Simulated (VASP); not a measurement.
# Cd3HgTe4 (I-42m) in VASP: further runs

Runs on Cd3HgTe4. Level: PBE. Tasks: single point.

Everything below comes from runs of VASP 6.6.1. Logs are shortened: lines on timing, memory, paths and dates and some standing lists are left out, and cuts for length are marked.

## (1) The cell of the first run

The structure is tetragonal, space group I-42m (No. 121). The conventional cell has a = 6.493 Å, b = 6.493 Å, c = 12.986 Å, α = 90.00°, β = 90.00°, γ = 90.00°. Within 3.7 Å of Cd (site symmetry -4) lie 4 Te at 2.81 Å. Within 3.7 Å of Cd (site symmetry -42m) lie 4 Te at 2.81 Å. Te (site symmetry m) has 3 Cd at 2.81 Å and 1 Hg at 2.82 Å within 3.7 Å. Hg (site symmetry -42m) has 4 Te at 2.82 Å within 3.7 Å.

## (2) Single point, PBE (34.22 Å³/atom)

File INCAR:

```
  ALGO = Normal
  EDIFF = 1E-6
  ENCUT = 520
  GGA = PE
  ISIF = 2
  ISMEAR = 0
  LASPH = T
  LCHARG = F
  LREAL = F
  LWAVE = F
  NBANDS = 46
  NELM = 60
  PREC = Accurate
  SIGMA = 0.01
```

File KPOINTS:

```
k-points
0
Gamma
  4 4 4
```

File POSCAR:

```
Cd3HgTe4
1.0
   -3.2464331600      3.2464331600      6.4932308075
    3.2464331600     -3.2464331600      6.4932308075
    3.2464331600      3.2464331600     -6.4932308075
Cd Te Hg
3 4 1
Direct
    0.7500000000      0.2500000000      0.5000000000
    0.5000000000      0.5000000000      0.0000000000
    0.2500000000      0.7500000000      0.5000000000
    0.1254462199      0.6236375372      0.0000000000
    0.8745537801      0.8745537801      0.4981913173
    0.6236375372      0.1254462199      0.0000000000
    0.3763624628      0.3763624628      0.5018086827
    0.0000000000      0.0000000000      0.0000000000
```

Potentials or basis: VASP PAW PBE potentials, release 64 (Cd, Te, Hg).

Run with:

```sh
> cat potpaw_PBE.64/Cd/POTCAR potpaw_PBE.64/Te/POTCAR potpaw_PBE.64/Hg/POTCAR > POTCAR
> mpirun -np 1 vasp_std > vasp.out
```

OUTCAR:

```text
EDIFF = 1E-6
   ENCUT = 520
   GGA = PE
   ISIF = 2
   ISMEAR = 0
   LASPH = T
   LREAL = F
   NELM = 60
   PREC = Accurate

 ion  position               nearest neighbor table
   1  0.750  0.250  0.500-   5 2.81   7 2.81   6 2.81   4 2.81
   2  0.500  0.500  0.000-   5 2.81   7 2.81   6 2.81   4 2.81
   3  0.250  0.750  0.500-   5 2.81   7 2.81   4 2.81   6 2.81
   4  0.125  0.624  0.000-   3 2.81   1 2.81   2 2.81   8 2.82
   5  0.875  0.875  0.498-   1 2.81   3 2.81   2 2.81   8 2.82
   6  0.624  0.125  0.000-   1 2.81   3 2.81   2 2.81   8 2.82
   7  0.376  0.376  0.502-   1 2.81   3 2.81   2 2.81   8 2.82
   8  0.000  0.000  0.000-   7 2.82   4 2.82   6 2.82   5 2.82

  LATTYP: Found a body centered tetragonal cell.
 ALAT       =     6.4928663200
 C/A-ratio  =     2.0001122732

  Lattice vectors:

 A1 = (  -3.2464331600,   3.2464331600,   6.4932308075)
 A2 = (   3.2464331600,  -3.2464331600,   6.4932308075)
 A3 = (   3.2464331600,   3.2464331600,  -6.4932308075)

Analysis of symmetry for initial positions (statically):
=====================================================================
 Subroutine PRICEL returns:
 Original cell was already a primitive cell.

 Routine SETGRP: Setting up the symmetry group for a
 body centered tetragonal supercell.

 Subroutine GETGRP returns: Found  8 space group operations
 (whereof  8 operations were pure point group operations)
 out of a pool of 16 trial point group operations.

The static configuration has the point symmetry D_2d.

Analysis of symmetry for dynamics (positions and initial velocities):
=====================================================================
 Subroutine PRICEL returns:
 Original cell was already a primitive cell.

 Routine SETGRP: Setting up the symmetry group for a
 body centered tetragonal supercell.

 Subroutine GETGRP returns: Found  8 space group operations
 (whereof  8 operations were pure point group operations)
 out of a pool of 16 trial point group operations.

The dynamic configuration has the point symmetry D_2d.

 Subroutine INISYM returns: Found  8 space group operations
 (whereof  8 operations are pure point group operations),
 and found     1 'primitive' translations

----------------------------------------------------------------------------------------

                                     Primitive cell

  volume of cell :     273.7372

  direct lattice vectors                    reciprocal lattice vectors
    -3.246433160  3.246433160  6.493230807     0.000000000  0.154015184  0.077003269
     3.246433160 -3.246433160  6.493230807     0.154015184  0.000000000  0.077003269
     3.246433160  3.246433160 -6.493230807     0.154015184  0.154015184  0.000000000

  length of vectors
     7.952402332  7.952402332  7.952402332     0.172192277  0.172192277  0.217810362

  position of ions in fractional coordinates (direct lattice)
     0.750000000  0.250000000  0.500000000
     0.500000000  0.500000000  0.000000000
     0.250000000  0.750000000  0.500000000
     0.125446220  0.623637537  0.000000000
     0.874553780  0.874553780  0.498191317
     0.623637537  0.125446220  0.000000000
     0.376362463  0.376362463  0.501808683
     0.000000000  0.000000000  0.000000000

  ion indices of the primitive-cell ions
   primitive index   ion index
                 1           1
                 2           2
                 3           3
                 4           4
                 5           5
                 6           6
                 7           7
                 8           8

----------------------------------------------------------------------------------------

 KPOINTS: k-points

Automatic generation of k-mesh.
 Grid dimensions read from file:
 generate k-points for:    4    4    4

 Generating k-lattice:

  Cartesian coordinates                     Fractional coordinates (reciprocal lattice)
     0.000000000  0.038503796  0.019250817     0.250000000  0.000000000  0.000000000
     0.038503796  0.000000000  0.019250817     0.000000000  0.250000000  0.000000000
     0.038503796  0.038503796  0.000000000     0.000000000  0.000000000  0.250000000

  Length of vectors
     0.043048069  0.043048069  0.054452590

  Shift w.r.t. Gamma in fractional coordinates (k-lattice)
     0.000000000  0.000000000  0.000000000

 Subroutine IBZKPT returns following result:
 ===========================================

 Found     13 irreducible k-points:

 Following reciprocal coordinates:
            Coordinates               Weight
  0.000000  0.000000  0.000000      1.000000
  0.250000  0.000000  0.000000      8.000000
  0.500000  0.000000  0.000000      4.000000
  0.250000  0.250000  0.000000      8.000000
  0.500000  0.250000  0.000000     16.000000
 -0.250000  0.250000  0.000000      4.000000
  0.500000  0.500000  0.000000      2.000000
  0.250000  0.250000  0.250000      2.000000
 -0.250000  0.250000  0.250000      4.000000
  0.500000  0.500000  0.250000      4.000000
[... 45 lines left out ...]
   LORBIT       =      0    0 simple, 1 ext, 2 COOP (PROOUT), +10 PAW based schemes
   GGA     = PE    functional components
   LHFCALC =     F    Hartree Fock is set to
   AEXX    =    0.0000 exact exchange contribution
   IVDW    =     0    specifies the selected vdW correction
   LEPSILON=     F    determine dielectric tensor
   LRPA    =     F    only Hartree local field effects (RPA)
 non-spin polarized calculation
 Gauss-broadening in eV      SIGMA  =   0.01
  energy-cutoff  :      520.00
  volume of cell :      273.74
 maximum number of plane-waves:      7404
   NGX = 29   NGY = 29   NGZ = 29

 number of electron      72.0000006 magnetization

 Free energy of the ion-electron system (eV)
  ---------------------------------------------------
  ext. energy  EPLUGINS =         0.00000000
  ---------------------------------------------------
  free energy    TOTEN  =       -17.92036481 eV

  energy without entropy =      -17.92036481  energy(sigma->0) =      -17.92036481

 E-fermi :   2.5409     XC(G=0):  -8.5902

 val. band max:        2.4604917964   @ k =   0.0000   0.0000   0.0000
 cond. band min:       2.8277497104   @ k =   0.0000   0.0000   0.0000
 fundamental gap:      0.3672579140
 Fermi energy:         2.5409455775

 k-point     1 :       0.0000    0.0000    0.0000
  band No.  band energies     occupation
      1      -8.8684      2.00000
      2      -8.2985      2.00000
      3      -8.2985      2.00000
      4      -8.2970      2.00000
      5      -5.8793      2.00000
      6      -5.8793      2.00000
[... 38 lines left out ...]
     45       7.1362      0.00000
     46       7.1362      0.00000

 k-point     2 :       0.2500    0.0000    0.0000
  band No.  band energies     occupation
      1      -8.7675      2.00000
      2      -8.3540      2.00000
      3      -8.3227      2.00000
      4      -8.3146      2.00000
      5      -5.8684      2.00000
      6      -5.8639      2.00000
[... 38 lines left out ...]
     45       7.4382      0.00000
     46       7.6331      0.00000

 k-point     3 :       0.5000    0.0000    0.0000
  band No.  band energies     occupation
      1      -8.5655      2.00000
      2      -8.5139      2.00000
      3      -8.3414      2.00000
      4      -8.3334      2.00000
      5      -5.8499      2.00000
      6      -5.8408      2.00000
[... 38 lines left out ...]
     45       7.7701      0.00000
     46       7.8272      0.00000

 k-point     4 :       0.2500    0.2500    0.0000
  band No.  band energies     occupation
      1      -8.6554      2.00000
      2      -8.3797      2.00000
      3      -8.3588      2.00000
      4      -8.3584      2.00000
      5      -5.8598      2.00000
      6      -5.8564      2.00000
[... 381 lines left out ...]
     45       7.8011      0.00000
     46       7.9741      0.00000

 k-point    12 :      -0.2500   -0.2500    0.2500
  band No.  band energies     occupation
      1      -8.7860      2.00000
      2      -8.3781      2.00000
      3      -8.2978      2.00000
      4      -8.2978      2.00000
      5      -5.8627      2.00000
      6      -5.8627      2.00000
[... 38 lines left out ...]
     45       7.5515      0.00000
     46       7.5515      0.00000

 k-point    13 :       0.5000    0.5000    0.5000
  band No.  band energies     occupation
      1      -8.6093      2.00000
      2      -8.5539      2.00000
      3      -8.2970      2.00000
      4      -8.2970      2.00000
      5      -5.8409      2.00000
      6      -5.8409      2.00000
[... 38 lines left out ...]
     45       8.8427      0.00000
     46       8.8503      0.00000

------------------------ aborting loop because EDIFF is reached ----------------------------------------

  FORCE on cell =-STRESS in cart. coord.  units (eV):
  Direction    XX          YY          ZZ          XY          YZ          ZX
  --------------------------------------------------------------------------------------
  -------------------------------------------------------------------------------------
  Total        4.4016504      4.4016504      4.4030852      0.0000000      0.0000000      0.0000000
  in kB       25.7627588     25.7627588     25.7711564      0.0000000      0.0000000      0.0000000
  external PRESSURE =      25.7655580 kB  Pullay stress =       0.0000000 kB

 VOLUME and BASIS-vectors are now :
 -----------------------------------------------------------------------------
  energy-cutoff  :      520.00
  volume of cell :      273.74
      direct lattice vectors                 reciprocal lattice vectors
    -3.246433160  3.246433160  6.493230807     0.000000000  0.154015184  0.077003269
     3.246433160 -3.246433160  6.493230807     0.154015184  0.000000000  0.077003269
     3.246433160  3.246433160 -6.493230807     0.154015184  0.154015184  0.000000000

 POSITION                                       TOTAL-FORCE (eV/Angst)
 -----------------------------------------------------------------------------------
      0.00000      3.24643      3.24662        -0.000000      0.000000      0.000000
      0.00000      0.00000      6.49323        -0.000000      0.000000      0.000000
      3.24643      0.00000      3.24662        -0.000000      0.000000      0.000000
      1.61734     -1.61734      4.86397        -0.000441      0.000441     -0.000052
      1.61734      1.61734      8.12249        -0.000441     -0.000441      0.000052
     -1.61734      1.61734      4.86397         0.000441     -0.000441     -0.000052
      1.62909      1.62909      1.62926         0.000441      0.000441      0.000052
      0.00000      0.00000      0.00000        -0.000000      0.000000      0.000000
 -----------------------------------------------------------------------------------
    total drift:                               -0.000008     -0.000008     -0.000007

  FREE ENERGIE OF THE ION-ELECTRON SYSTEM (eV)
  ---------------------------------------------------
  free  energy   TOTEN  =       -17.9203648112 eV

  energy  without entropy=      -17.9203648112  energy(sigma->0) =      -17.92036481
```

Wall time 3.6 min (1 thread of Intel Xeon Platinum 8488C (Sapphire Rapids), shared host); peak memory 0.53 GiB.

Results:

```
Free energy            : -17.9204 eV
Pressure               : 2.6 GPa
Band gap on the k mesh : 0.37 eV
```

Caveat: spin-orbit coupling is left out, which moves the levels of the heavy elements.

## (3) Single point, PBE (35.31 Å³/atom)

This run uses another cell than the first one, of 35.31 Å³/atom.

File INCAR:

```
ALGO = Normal
EDIFF = 1E-6
ENCUT = 520
GGA = PE
ISIF = 2
ISMEAR = 0
LASPH = T
LCHARG = T
LELF = T
LREAL = F
LVHAR = T
LWAVE = F
NBANDS = 46
NELM = 80
PREC = Accurate
SIGMA = 0.01
```

KPOINTS is that of step 2.

Edit POSCAR of step 2 so:

```diff
@@ -2,5 +2,5 @@
 1.0
-   -3.2464331600      3.2464331600      6.4932308075
-    3.2464331600     -3.2464331600      6.4932308075
-    3.2464331600      3.2464331600     -6.4932308075
+   -3.2806086520      3.2806086520      6.5615856287
+    3.2806086520     -3.2806086520      6.5615856287
+    3.2806086520      3.2806086520     -6.5615856287
 Cd Te Hg
```

Potentials or basis: VASP PAW PBE potentials, release 64 (Cd, Te, Hg).

Run with:

```sh
> cat potpaw_PBE.64/Cd/POTCAR potpaw_PBE.64/Te/POTCAR potpaw_PBE.64/Hg/POTCAR > POTCAR
> mpirun -np 1 vasp_std > vasp.out
```

Run time: 3.5 min. Hardware: 1 thread of Intel Xeon Platinum 8488C (Sapphire Rapids), shared host; peak memory 0.58 GiB.

It converged, with:

* Free energy: -18.0229 eV
* Pressure: 1.2 GPa
* Band gap on the k mesh: 0.28 eV

Forces in eV/Å, atoms in the order of the input:
```
Cd   0.000  0.000  0.000
Cd   0.000  0.000  0.000
Cd   0.000  0.000  0.000
Te   0.002 -0.002  0.002
Te   0.002  0.002 -0.002
Te  -0.002  0.002  0.002
Te  -0.002 -0.002 -0.002
Hg   0.000  0.000  0.000
```

Levels at points of the mesh, in eV from the valence-band top:
```
           k point  band 32  band 33  band 34  band 35  band 36  band 37  band 38  band 39  band 40  band 41
(0.00, 0.00, 0.00)    -1.83    -1.83     0.00     0.00     0.00     0.28     2.43     2.67     3.74     4.04
(0.50, 0.00, 0.00)    -1.49    -1.43    -1.41    -0.86    -0.75     2.38     2.91     3.39     3.46     3.94
(0.50, 0.50, 0.00)    -0.84    -0.80    -0.74    -0.71    -0.70     1.22     1.72     2.77     2.96     5.08
(0.50, 0.50, 0.50)    -1.79    -1.12    -1.12    -0.99    -0.99     1.95     2.67     2.67     2.70     2.78
```

Caveat: spin-orbit coupling is left out, which moves the levels of the heavy elements.

## (4) Single point, PBE

This run uses another cell than the first one, of 36.40 Å³/atom.

File INCAR:

```
ALGO     = Normal         # electronic algorithm
EDIFF    = 1E-7           # SCF threshold, eV
ENCUT    = 520            # plane-wave cutoff, eV
GGA      = PE             # functional
ISIF     = 2              # what is computed and relaxed
ISMEAR   = 0              # smearing method
LASPH    = T              # aspherical terms in the spheres
LCHARG   = T              # write CHGCAR
LELF     = T              # ELF
LREAL    = F              # projectors in reciprocal space
LVHAR    = T            
LWAVE    = F              # write WAVECAR
NBANDS   = 46             # bands
NELM     = 60             # most SCF steps
PREC     = Accurate       # precision mode
SIGMA    = 0.01           # smearing width, eV
```

KPOINTS is that of step 3.

Edit POSCAR of step 3 so:

```diff
@@ -2,5 +2,5 @@
 1.0
-   -3.2806086520      3.2806086520      6.5615856287
-    3.2806086520     -3.2806086520      6.5615856287
-    3.2806086520      3.2806086520     -6.5615856287
+   -3.3140865628      3.3140865628      6.6285452088
+    3.3140865628     -3.3140865628      6.6285452088
+    3.3140865628      3.3140865628     -6.6285452088
 Cd Te Hg
```

Run with:

```sh
> cat potpaw_PBE.64/Cd/POTCAR potpaw_PBE.64/Te/POTCAR potpaw_PBE.64/Hg/POTCAR > POTCAR
> mpirun -np 1 vasp_std > vasp.out
```

It took 5.3 min on 1 thread of Intel Xeon Platinum 8488C (Sapphire Rapids), shared host; peak memory 0.58 GiB.

The run converged. Its results:

```
Free energy            : -18.0569 eV
Pressure               : 0.1 GPa
Largest force          : 0.004 eV/Å
Band gap on the k mesh : 0.20 eV
```

Forces on the atoms (eV/Å):
```
Cd   0.000  0.000  0.000
Cd   0.000  0.000  0.000
Cd   0.000  0.000  0.000
Te   0.002 -0.002  0.002
Te   0.002  0.002 -0.002
Te  -0.002  0.002  0.002
Te  -0.002 -0.002 -0.002
Hg   0.000  0.000  0.000
```

Levels at points of the mesh, in eV from the valence-band top:
```csv
k point,band 33,band 34,band 35,band 36,band 37,band 38,band 39,band 40
"(0.00, 0.00, 0.00)",-1.72,0.00,0.00,0.00,0.20,2.42,2.73,3.65
"(0.50, 0.00, 0.00)",-1.34,-1.33,-0.81,-0.70,2.30,2.82,3.31,3.40
"(0.50, 0.50, 0.00)",-0.75,-0.69,-0.67,-0.65,1.19,1.69,2.70,2.90
"(0.50, 0.50, 0.50)",-1.06,-1.06,-0.93,-0.93,1.93,2.69,2.72,2.73
```

Caveat: spin-orbit coupling is left out, which moves the levels of the heavy elements.

## (5) Single point, PBE (37.49 Å³/atom)

This run uses another cell than the first one, of 37.49 Å³/atom.

File INCAR:

```
  PREC = Accurate
  ENCUT = 520
  EDIFF = 1E-6
  ISMEAR = 0
  SIGMA = 0.01
  LREAL = False
  LASPH = True
  NELM = 100
  ALGO = Normal
  ISIF = 2
  LWAVE = False
  LCHARG = False
  GGA = PE
  NBANDS = 46
```

File KPOINTS:

```
regular mesh
0
Gamma
  4 4 4
```

Edit POSCAR of step 4 so:

```diff
@@ -2,5 +2,5 @@
 1.0
-   -3.3140865628      3.3140865628      6.6285452088
-    3.3140865628     -3.3140865628      6.6285452088
-    3.3140865628      3.3140865628     -6.6285452088
+   -3.3469014351      3.3469014351      6.6941786377
+    3.3469014351     -3.3469014351      6.6941786377
+    3.3469014351      3.3469014351     -6.6941786377
 Cd Te Hg
```

Run with:

```sh
> cat potpaw_PBE.64/Cd/POTCAR potpaw_PBE.64/Te/POTCAR potpaw_PBE.64/Hg/POTCAR > POTCAR
> mpirun -np 1 vasp_std > vasp.out
```

Run time: 4.2 min. Hardware: 1 thread of Intel Xeon Platinum 8488C (Sapphire Rapids), shared host; peak memory 0.62 GiB.

It converged, with:

```yaml
Free_energy: -18.0331 eV
Pressure: -0.9 GPa
Largest_force: 0.003 eV/Å
Band_gap_on_the_k_mesh: 0.12 eV
```

Forces on the atoms (eV/Å):
```
Cd   0.000  0.000  0.000
Cd   0.000  0.000  0.000
Cd   0.000  0.000  0.000
Te   0.002 -0.002  0.002
Te   0.002  0.002 -0.002
Te  -0.002  0.002  0.002
Te  -0.002 -0.002 -0.002
Hg   0.000  0.000  0.000
```

Levels at points of the mesh, in eV from the valence-band top:
```csv
k point,band 32,band 33,band 34,band 35,band 36,band 37,band 38,band 39,band 40,band 41
"(0.00, 0.00, 0.00)",-1.63,-1.63,0.00,0.00,0.00,0.12,2.40,2.79,3.55,3.83
"(0.50, 0.00, 0.00)",-1.33,-1.26,-1.25,-0.76,-0.66,2.23,2.73,3.23,3.34,3.97
"(0.50, 0.50, 0.00)",-0.75,-0.71,-0.65,-0.63,-0.61,1.17,1.66,2.63,2.83,5.09
"(0.50, 0.50, 0.50)",-1.59,-0.99,-0.99,-0.88,-0.88,1.90,2.65,2.68,2.69,2.79
```

Caveat: spin-orbit coupling is left out, which moves the levels of the heavy elements.

## (6) Single point, PBE (38.59 Å³/atom)

This run uses another cell than the first one, of 38.59 Å³/atom.

File INCAR:

```
PREC = Accurate
ENCUT = 520
EDIFF = 1E-7
ISMEAR = 0
SIGMA = 0.01
LREAL = F
LASPH = T
NELM = 60
ALGO = Normal
ISIF = 2
LWAVE = F
LCHARG = T
GGA = PE
LELF = T
LVHAR = T
NBANDS = 46
```

KPOINTS is that of step 5.

Edit POSCAR of step 5 so:

```diff
@@ -2,5 +2,5 @@
 1.0
-   -3.3469014351      3.3469014351      6.6941786377
-    3.3469014351     -3.3469014351      6.6941786377
-    3.3469014351      3.3469014351     -6.6941786377
+   -3.3790851540      3.3790851540      6.7585496889
+    3.3790851540     -3.3790851540      6.7585496889
+    3.3790851540      3.3790851540     -6.7585496889
 Cd Te Hg
```

Potentials or basis: VASP PAW PBE potentials, release 64 (Cd, Te, Hg).

Run with:

```sh
> cat potpaw_PBE.64/Cd/POTCAR potpaw_PBE.64/Te/POTCAR potpaw_PBE.64/Hg/POTCAR > POTCAR
> mpirun -np 1 vasp_std > vasp.out
```

It took 5.8 min on 1 thread of Intel Xeon Platinum 8488C (Sapphire Rapids), shared host; peak memory 0.66 GiB.

Results (log left out):

| Item | Value |
| --- | --- |
| Free energy | -17.9612 eV |
| Pressure | -1.7 GPa |
| Band gap on the k mesh | 0.04 eV |

Levels at points of the mesh, in eV from the valence-band top:
```tsv
k point	band 34	band 35	band 36	band 37	band 38	band 39
(0.00, 0.00, 0.00)	0.00	0.00	0.00	0.04	2.38	2.85
(0.50, 0.00, 0.00)	-1.18	-0.72	-0.62	2.15	2.65	3.15
(0.50, 0.50, 0.00)	-0.62	-0.59	-0.58	1.14	1.63	2.57
(0.50, 0.50, 0.50)	-0.94	-0.83	-0.83	1.87	2.57	2.64
```

Caveat: spin-orbit coupling is left out, which moves the levels of the heavy elements.

## (7) Summary

```tsv
cell	gap on the mesh (eV)	pressure (GPa)
a = 7.952 Å, angles 131.8, 131.8, 70.5°, 8 atoms	0.37	2.6
a = 8.036 Å, angles 131.8, 131.8, 70.5°, 8 atoms	0.28	1.2
a = 8.118 Å, angles 131.8, 131.8, 70.5°, 8 atoms	0.20	0.1
a = 8.199 Å, angles 131.8, 131.8, 70.5°, 8 atoms	0.12	-0.9
a = 8.277 Å, angles 131.8, 131.8, 70.5°, 8 atoms	0.04	-1.7
```

Alike in all rows: task single point; level PBE; potentials or basis VASP PAW PBE potentials, release 64 (Cd, Te, Hg); no spin polarisation; k mesh 4 × 4 × 4; cutoff (eV) 520; smearing gaussian 0.01 eV.

Caveats: spin-orbit coupling is left out, which moves the levels of the heavy elements.

Absolute energies hang on the potentials; compare differences alone.
